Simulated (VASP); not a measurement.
**RbBr: relaxation of cell and atoms with PBE+D4**

RbBr:

```xyz
2
Lattice="4.1261 0.0000 0.0000 0.0000 4.1261 0.0000 0.0000 0.0000 4.1261" Properties=species:S:1:pos:R:3 pbc="T T T"
Rb    0.0000    0.0000    0.0000
Br    2.0630    2.0630    2.0630
```

- Program: VASP 6.6.1
- Task: relaxation of cell and atoms
- Functional: PBE
- Dispersion: D4
- Potentials or basis: VASP PAW PBE potentials, release 64 (Rb_sv, Br)
- Cutoff: 600 eV
- k mesh: 7 × 7 × 7
- Occupations: fermi-dirac, width 0.05 eV
- Spin: no spin polarisation
- Dipole correction: no
- Further INCAR settings: ALGO = Normal; EDIFF = 1e-06; IBRION = 2; EDIFFG = -0.01; NSW = 80; ISIF = 3

```yaml
Relaxed_volume: 35.52 Å³/atom
Relaxed_cell: a = 4.142 Å, b = 4.142 Å, c = 4.142 Å, α = 90.00°, β = 90.00°, γ = 90.00°
Space_group_after_relaxing_to_0.1_Å: Pm-3m (No. 221)
Energy_gained_by_relaxing: 0.2 meV/atom
Ionic_steps: 3
Pressure_after_relaxing: 0.0 GPa
Band_gap_on_the_k_mesh: 4.07 eV (least direct gap 4.20 eV)
Dispersion_energy_per_atom: -0.141 eV
```

The path:
| step | energy change (eV) | largest force (eV/Å) | pressure (GPa) | volume (Å³) |
| --- | --- | --- | --- | --- |
| 1 | 0.0000 | 0.0000 | 0.18 | 70.24 |
| 2 | -0.0003 | 0.0000 | 0.09 | 70.65 |
| 3 | -0.0004 | 0.0000 | 0.00 | 71.05 |

Final structure:
```cif
data_structure
_symmetry_space_group_name_H-M 'P 1'
_symmetry_Int_Tables_number 1
_cell_length_a 4.1418
_cell_length_b 4.1418
_cell_length_c 4.1418
_cell_angle_alpha 90.000
_cell_angle_beta 90.000
_cell_angle_gamma 90.000
_cell_volume 71.05
loop_
_atom_site_label
_atom_site_type_symbol
_atom_site_fract_x
_atom_site_fract_y
_atom_site_fract_z
_atom_site_occupancy
Rb1 Rb 0.00000 0.00000 0.00000 1
Br1 Br 0.50000 0.50000 0.50000 1
```

Levels at points of the mesh, in eV from the valence-band top:
```csv
k point,band 4,band 5,band 6,band 7,band 8,band 9,band 10,band 11,band 12
"(0.00, 0.00, 0.00)",-9.08,-9.08,-0.13,-0.13,-0.13,4.07,5.62,5.62,9.92
```

It took 57 s on 1 thread of Intel Xeon 8259CL, on a shared host, peak memory 0.22 GiB.

Caveat: an odd mesh through Γ misses points on the zone boundary, where band edges can lie.
